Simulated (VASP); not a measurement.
Runs of VASP 6.6.1 on AlB2P3. The structure is that of space group R-3m (No. 166), or close to it. The cells are those of the table. 

```csv
task,cell,k mesh,cutoff (eV),gap on the mesh (eV),pressure (GPa),largest force (eV/Å)
single point,"a = 5.069 Å, angles 61.2°, 6 atoms",6 × 6 × 6,520,none,-7.2,0.05
single point,"a = 5.164 Å, angles 56.8°, 6 atoms",12 × 12 × 12,520,none,-0.2,0.01
single point,"a = 5.154 Å, angles 56.6°, 6 atoms",6 × 6 × 6,520,none,-0.2,(a)
relaxation of cell and atoms,"relaxed from a = 5.069 Å, angles 61.2°, 6 atoms",6 × 6 × 6,600,none,-0.1,-
```

Alike in all rows: level PBE; potentials or basis VASP PAW PBE potentials, release 64 (Al, B, P); no spin polarisation; smearing gaussian 0.1 eV.

Question: Estimate the missing entries.

Answer: (a) 0.02.

A gap of «none» marks levels without a gap at the run's occupations.
